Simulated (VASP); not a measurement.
# GaP (F-43m) in VASP: notebook, part 2 of 3

VASP 6.6.1. Earlier steps stand in the parts before.

## Step 4: Single point, r2SCAN+D3(BJ) (volume scaled by 0.96)

Contents of POSCAR:

```
GaP
1.0
    0.0000000000      2.6795346917      2.6795346917
    2.6795346917      0.0000000000      2.6795346917
    2.6795346917      2.6795346917      0.0000000000
Ga P
1 1
Direct
    0.0000000000      0.0000000000      0.0000000000
    0.7500000000      0.7500000000      0.7500000000
```

Contents of INCAR.step1:

```
SYSTEM = GaP
ALGO     = Normal         ! electronic algorithm
EDIFF    = 1E-4           ! SCF threshold, eV
ENCUT    = 520            ! plane-wave cutoff, eV
GGA      = PE             ! functional
ISMEAR   = 0              ! smearing method
LASPH    = .TRUE.         ! aspherical terms in the spheres
LCHARG   = .FALSE.        ! write CHGCAR
LREAL    = .FALSE.        ! projectors in reciprocal space
LWAVE    = .TRUE.         ! write WAVECAR
NBANDS   = 16             ! bands
NELM     = 80             ! most SCF steps
PREC     = Accurate       ! precision mode
SIGMA    = 0.05           ! smearing width, eV
```

Contents of INCAR.step2:

```
SYSTEM = GaP
ALGO     = Normal         ! electronic algorithm
EDIFF    = 1E-6           ! SCF threshold, eV
ENCUT    = 520            ! plane-wave cutoff, eV
ISIF     = 2              ! what is computed and relaxed
ISMEAR   = 0              ! smearing method
ISTART   = 1            
IVDW     = 12             ! dispersion correction
LASPH    = .TRUE.         ! aspherical terms in the spheres
LCHARG   = .FALSE.        ! write CHGCAR
LMIXTAU  = .TRUE.       
LREAL    = .FALSE.        ! projectors in reciprocal space
LWAVE    = .FALSE.        ! write WAVECAR
METAGGA  = R2SCAN         ! meta-GGA
NBANDS   = 16             ! bands
NELM     = 80             ! most SCF steps
PREC     = Accurate       ! precision mode
SIGMA    = 0.05           ! smearing width, eV
VDW_A1   = 0.49484001   
VDW_A2   = 5.73083694   
VDW_S6   = 1.0          
VDW_S8   = 0.78981345
```

Contents of KPOINTS:

```
k-points
0
G
  8 8 8
  0 0 0
```

Potentials or basis: VASP PAW PBE potentials, release 64 (Ga_d, P).

Command:

```console
$ cat potpaw_PBE.64/Ga_d/POTCAR potpaw_PBE.64/P/POTCAR > POTCAR
$ cp INCAR.step1 INCAR
$ mpirun -np 1 vasp_std > vasp.out
$ cp INCAR.step2 INCAR
$ mpirun -np 1 vasp_std > vasp.out
```

OUTCAR:

```text
SYSTEM = GaP
   EDIFF = 1E-6
   ENCUT = 520
   ISIF = 2
   ISMEAR = 0
   ISTART = 1
   IVDW = 12
   LASPH = .TRUE.
   LREAL = .FALSE.
   METAGGA = R2SCAN
   NELM = 80
   PREC = Accurate
 IVDW          = 12

 ion  position               nearest neighbor table
   1  0.000  0.000  0.000-   2 2.32   2 2.32   2 2.32   2 2.32
   2  0.750  0.750  0.750-   1 2.32   1 2.32   1 2.32   1 2.32

  LATTYP: Found a face centered cubic cell.
 ALAT       =     5.3590693834

  Lattice vectors:

 A1 = (   0.0000000000,   2.6795346917,   2.6795346917)
 A2 = (   2.6795346917,   0.0000000000,   2.6795346917)
 A3 = (   2.6795346917,   2.6795346917,   0.0000000000)

Analysis of symmetry for initial positions (statically):
=====================================================================
 Subroutine PRICEL returns:
 Original cell was already a primitive cell.

 Routine SETGRP: Setting up the symmetry group for a
 face centered cubic supercell.

 Subroutine GETGRP returns: Found 24 space group operations
 (whereof 24 operations were pure point group operations)
 out of a pool of 48 trial point group operations.

The static configuration has the point symmetry T_d .

Analysis of symmetry for dynamics (positions and initial velocities):
=====================================================================
 Subroutine PRICEL returns:
 Original cell was already a primitive cell.

 Routine SETGRP: Setting up the symmetry group for a
 face centered cubic supercell.

 Subroutine GETGRP returns: Found 24 space group operations
 (whereof 24 operations were pure point group operations)
 out of a pool of 48 trial point group operations.

The dynamic configuration has the point symmetry T_d .

 Subroutine INISYM returns: Found 24 space group operations
 (whereof 24 operations are pure point group operations),
 and found     1 'primitive' translations

----------------------------------------------------------------------------------------

                                     Primitive cell

  volume of cell :      38.4776

  direct lattice vectors                    reciprocal lattice vectors
     0.000000000  2.679534692  2.679534692    -0.186599562  0.186599562  0.186599562
     2.679534692  0.000000000  2.679534692     0.186599562 -0.186599562  0.186599562
     2.679534692  2.679534692  0.000000000     0.186599562  0.186599562 -0.186599562

  length of vectors
     3.789434302  3.789434302  3.789434302     0.323199922  0.323199922  0.323199922

  position of ions in fractional coordinates (direct lattice)
     0.000000000  0.000000000  0.000000000
     0.750000000  0.750000000  0.750000000

  ion indices of the primitive-cell ions
   primitive index   ion index
                 1           1
                 2           2

----------------------------------------------------------------------------------------

 KPOINTS: k-points

Automatic generation of k-mesh.
 Grid dimensions read from file:
 generate k-points for:    8    8    8

 Generating k-lattice:

  Cartesian coordinates                     Fractional coordinates (reciprocal lattice)
    -0.023324945  0.023324945  0.023324945     0.125000000  0.000000000  0.000000000
     0.023324945 -0.023324945  0.023324945     0.000000000  0.125000000  0.000000000
     0.023324945  0.023324945 -0.023324945     0.000000000  0.000000000  0.125000000

  Length of vectors
     0.040399990  0.040399990  0.040399990

  Shift w.r.t. Gamma in fractional coordinates (k-lattice)
     0.000000000  0.000000000  0.000000000

 Subroutine IBZKPT returns following result:
 ===========================================

 Found     29 irreducible k-points:

 Following reciprocal coordinates:
            Coordinates               Weight
  0.000000  0.000000  0.000000      1.000000
  0.125000  0.000000  0.000000      8.000000
  0.250000  0.000000  0.000000      8.000000
  0.375000  0.000000  0.000000      8.000000
  0.500000  0.000000  0.000000      4.000000
  0.125000  0.125000  0.000000      6.000000
[... 16 lines left out ...]
  0.500000  0.250000  0.125000     48.000000
 -0.375000  0.250000  0.125000     24.000000
 [... further k-points ...]
   k-points           NKPTS =     29   k-points in BZ     NKDIM =     29   number of bands    NBANDS=     16
   number of dos      NEDOS =    301   number of ions     NIONS =      2
   total plane-waves  NPLWV =  21952
   dimension x,y,z NGX =    28 NGY =   28 NGZ =   28
   dimension x,y,z NGXF=    56 NGYF=   56 NGZF=   56
   ions per type =               1   1
   NGX,Y,Z   is equivalent  to a cutoff of  12.28, 12.28, 12.28 a.u.
   NGXF,Y,Z  is equivalent  to a cutoff of  24.57, 24.57, 24.57 a.u.
 SYSTEM =  GaP
   PREC   = accura    normal or accurate (medium, high low for compatibility)
   ISTART =      1    job   : 0-new  1-cont  2-samecut
   ICHARG =      0    charge: 1-file 2-atom 10-const
   ISPIN  =      1    spin polarized calculation?
   LNONCOLLINEAR =      F non collinear calculations
   LSORBIT =      F    spin-orbit coupling
   LASPH  =      T    aspherical Exc in radial PAW
   ENCUT  =  520.0 eV  38.22 Ry    6.18 a.u.   7.05  7.05  7.05*2*pi/ulx,y,z
   NELM   =     80;   NELMIN=  2; NELMDL=  0     # of ELM steps
   EDIFF  = 0.1E-05   stopping-criterion for ELM
   LREAL  =      F    real-space projection
   EDIFFG = 0.1E-04   stopping-criterion for IOM
   NSW    =      0    number of steps for IOM
   IBRION =     -1    ionic relax: 0-MD 1-quasi-New 2-CG
   NFREE  =      0    steps in history (QN), initial steepest desc. (CG)
   ISIF   =      2    stress and relaxation
   ISYM   =      2    0-nonsym 1-usesym 2-fastsym
   POTIM  = 0.5000    time-step for ionic-motion
   TEBEG  =    0.0;   TEEND  =   0.0 temperature during run
   PSTRESS=    0.0 pullay stress
   NELECT =      18.0000    total number of electrons
   NUPDOWN=      -1.0000    fix difference up-down
   EMIN   =  10.00;   EMAX   =-10.00  energy-range for DOS
   EFERMI =   0.00;   METHOD = LEGACY
   ISMEAR =     0;   SIGMA  =   0.05  broadening in eV -4-tet -1-fermi 0-gaus
   EFERMI_NEDOS =   21; number of points for ismear=-14 and -15
   IALGO  =     38    algorithm
   IMIX   =      4    mixing-type and parameters
     AMIX     =   0.40;   BMIX     =  1.00
     AMIX_MAG =   1.60;   BMIX_MAG =  1.00
  volume/ion in A,a.u.               =      19.24       129.83
  Fermi-wavevector in a.u.,A,eV,Ry     =   1.270856  2.401569 21.974423  1.615075
  Thomas-Fermi vector in A             =   2.403821
   LORBIT       =      0    0 simple, 1 ext, 2 COOP (PROOUT), +10 PAW based schemes
   METAGGA = R2SCAN    functional components
   LHFCALC =     F    Hartree Fock is set to
   AEXX    =    0.0000 exact exchange contribution
   IVDW    =    12    specifies the selected vdW correction
   LEPSILON=     F    determine dielectric tensor
   LRPA    =     F    only Hartree local field effects (RPA)
 non-spin polarized calculation
 Gauss-broadening in eV      SIGMA  =   0.05
  energy-cutoff  :      520.00
  volume of cell :       38.48
 maximum number of plane-waves:      1056
   NGX = 15   NGY = 15   NGZ = 15

 number of electron      17.9999986 magnetization

 Free energy of the ion-electron system (eV)
  ---------------------------------------------------
  ext. energy  EPLUGINS =         0.00000000
  ---------------------------------------------------
  free energy    TOTEN  =       -21.43308478 eV

  energy without entropy =      -21.43308478  energy(sigma->0) =      -21.43308478

 E-fermi :   5.2161     XC(G=0): -10.7994

 val. band max:        4.9994263045   @ k =   0.0000   0.0000   0.0000
 cond. band min:       6.8029775673   @ k =   0.5000   0.5000   0.0000
 fundamental gap:      1.8035512628
 Fermi energy:         5.2161477933

 k-point     1 :       0.0000    0.0000    0.0000
  band No.  band energies     occupation
      1     -10.0853      2.00000
      2     -10.0853      2.00000
      3     -10.0852      2.00000
      4      -9.9536      2.00000
      5      -9.9536      2.00000
      6      -8.4298      2.00000
[... 8 lines left out ...]
     15      15.3359      0.00000
     16      15.3359      0.00000
[... 419 lines left out ...]
 k-point    24 :      -0.3750    0.2500    0.1250
  band No.  band energies     occupation
      1     -10.2066      2.00000
      2     -10.0447      2.00000
      3     -10.0305      2.00000
      4      -9.9606      2.00000
      5      -9.9446      2.00000
      6      -5.6350      2.00000
[... 8 lines left out ...]
     15      17.8545      0.00000
     16      18.5710      0.00000

 [... further k-points ...]

------------------------ aborting loop because EDIFF is reached ----------------------------------------

 Edisp (eV)   -0.31400

 E8    (eV) :    -0.1030

  FORCE on cell =-STRESS in cart. coord.  units (eV):
  Direction    XX          YY          ZZ          XY          YZ          ZX
  --------------------------------------------------------------------------------------
  -------------------------------------------------------------------------------------
  Total       0.88655     0.88655     0.88655    -0.00000     0.00000    -0.00000
  in kB      36.91512    36.91512    36.91512    -0.00000     0.00000    -0.00000
  external pressure =       36.92 kB  Pullay stress =        0.00 kB

 VOLUME and BASIS-vectors are now :
 -----------------------------------------------------------------------------
  energy-cutoff  :      520.00
  volume of cell :       38.48
      direct lattice vectors                 reciprocal lattice vectors
     0.000000000  2.679534692  2.679534692    -0.186599562  0.186599562  0.186599562
     2.679534692  0.000000000  2.679534692     0.186599562 -0.186599562  0.186599562
     2.679534692  2.679534692  0.000000000     0.186599562  0.186599562 -0.186599562

 POSITION                                       TOTAL-FORCE (eV/Angst)
 -----------------------------------------------------------------------------------
      0.00000      0.00000      0.00000         0.000000      0.000000      0.000000
      4.01930      4.01930      4.01930        -0.000000     -0.000000     -0.000000
 -----------------------------------------------------------------------------------
    total drift:                               -0.000005     -0.000005     -0.000006

  FREE ENERGIE OF THE ION-ELECTRON SYSTEM (eV)
  ---------------------------------------------------
  free  energy   TOTEN  =       -21.7470885010 eV

  energy  without entropy=      -21.7470885010  energy(sigma->0) =      -21.74708850
```

It took 70 s on 1 thread of AMD EPYC 9R45 (Zen 5), shared host; peak memory 0.14 GiB.

Results:

| Quantity | Value |
| --- | --- |
| Free energy | -21.7471 eV |
| Pressure | 3.7 GPa |
| Band gap on the k mesh | 1.80 eV, indirect (least direct gap 2.80 eV) |
| Dispersion energy per atom | -0.157 eV |

Caveat: three body term missing; the PAW data sets were made with another functional, which shifts forces and pressure a little.

## Step 5: Single point, r2SCAN+D4 (volume scaled by 0.96)

Contents of POSCAR:

```
GaP
1.0
    0.0000000000      2.6783788916      2.6783788916
    2.6783788916      0.0000000000      2.6783788916
    2.6783788916      2.6783788916      0.0000000000
Ga P
1 1
Direct
    0.0000000000      0.0000000000      0.0000000000
    0.7500000000      0.7500000000      0.7500000000
```

Contents of INCAR.step1:

```
SYSTEM = GaP
ALGO = Normal
EDIFF = 1E-4
ENCUT = 520
GGA = PE
ISMEAR = 0
LASPH = .TRUE.
LCHARG = .FALSE.
LREAL = .FALSE.
LWAVE = .TRUE.
NBANDS = 16
NELM = 80
PREC = Accurate
SIGMA = 0.05
```

Contents of INCAR.step2:

```
SYSTEM = GaP
ALGO = Normal
EDIFF = 1E-7
ENCUT = 520
ISIF = 2
ISMEAR = 0
ISTART = 1
IVDW = 13
LASPH = .TRUE.
LCHARG = .TRUE.
LELF = .TRUE.
LMIXTAU = .TRUE.
LREAL = .FALSE.
LVHAR = .TRUE.
LWAVE = .FALSE.
METAGGA = R2SCAN
NBANDS = 16
NELM = 80
PREC = Accurate
SIGMA = 0.05
VDW_A1 = 0.51559235
VDW_A2 = 5.77342911
VDW_S6 = 1.0
VDW_S8 = 0.6018749
```

KPOINTS is that of step 4.

Command:

```console
$ cat potpaw_PBE.64/Ga_d/POTCAR potpaw_PBE.64/P/POTCAR > POTCAR
$ cp INCAR.step1 INCAR
$ mpirun -np 1 vasp_std > vasp.out
$ cp INCAR.step2 INCAR
$ mpirun -np 1 vasp_std > vasp.out
```

Wall time 80 s (1 thread of AMD EPYC 9R45 (Zen 5), shared host); peak memory 0.13 GiB.

The run converged. Its results:

```
Free energy                : -21.7366 eV
Pressure                   : 4.0 GPa
Band gap on the k mesh     : 1.80 eV, indirect (least direct gap 2.81 eV)
Dispersion energy per atom : -0.153 eV
```

Levels at points of the mesh, in eV from the valence-band top:
```csv
k point,band 5,band 6,band 7,band 8,band 9,band 10,band 11,band 12,band 13,band 14
"(0.00, 0.00, 0.00)",-14.96,-13.44,0.00,0.00,0.00,2.81,4.17,4.17,4.17,9.73
"(0.50, 0.00, 0.00)",-14.95,-11.09,-7.17,-1.25,-1.25,2.21,5.03,5.03,8.94,12.06
"(0.50, 0.50, 0.00)",-14.93,-10.09,-7.22,-2.99,-2.99,1.80,2.05,11.76,11.76,12.54
```

Caveat: the PAW data sets were made with another functional, which shifts forces and pressure a little.

(Part 2 of 3 ends here.)
